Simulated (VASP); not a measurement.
A run of VASP 6.6.1 is set up as follows.

INCAR

```
  ALGO = Normal
  EDIFF = 1E-7
  EDIFFG = -0.01
  ENCUT = 500
  GGA = PE
  GGA_COMPAT = False
  IBRION = 2
  ISIF = 4
  ISMEAR = 0
  IVDW = 12
  LASPH = True
  LCHARG = False
  LREAL = False
  LWAVE = False
  NELM = 120
  NELMIN = 4
  NSW = 60
  PREC = Accurate
  SIGMA = 0.05
```

Contents of KPOINTS:

```
k-points
0
Gamma
  10 10 4
```

POSCAR

```
MoSe2
1.0
    3.2986051715      0.0000000000      0.0000000000
   -1.6493025857      2.8566758756      0.0000000000
    0.0000000000      0.0000000000     12.8184476742
Mo Se
2 4
Direct
    0.3333333333      0.6666666667      0.2500000000
    0.6666666667      0.3333333333      0.7500000000
    0.3333333333      0.6666666667      0.6185407763
    0.6666666667      0.3333333333      0.1185407763
    0.3333333333      0.6666666667      0.8814592237
    0.6666666667      0.3333333333      0.3814592237
```

Potentials or basis: VASP PAW PBE potentials, release 64 (Mo_sv, Se).

The run is started by

```bash
$ cat potpaw_PBE.64/Mo_sv/POTCAR potpaw_PBE.64/Se/POTCAR > POTCAR
$ mpirun -np 1 vasp_std > vasp.out
```

Problem. What does it give for the band gap on the k mesh?

Solution. 0.83 eV (least direct gap 1.58 eV).

Problem. What does it give for the dispersion energy per atom?

Solution. -0.470 eV.

Final structure:
```yaml
crystal:
  lattice:
    - [3.28908, 0.00000, 0.00000]
    - [-1.64454, 2.84842, 0.00000]
    - [0.00000, 0.00000, 12.89283]
  atoms:
    - { symbol: Mo, position: [0.33333, 0.66667, 0.25000] }
    - { symbol: Mo, position: [0.66667, 0.33333, 0.75000] }
    - { symbol: Se, position: [0.33333, 0.66667, 0.62014] }
    - { symbol: Se, position: [0.66667, 0.33333, 0.12014] }
    - { symbol: Se, position: [0.33333, 0.66667, 0.87986] }
    - { symbol: Se, position: [0.66667, 0.33333, 0.37986] }
```

A k mesh can miss the band edges.
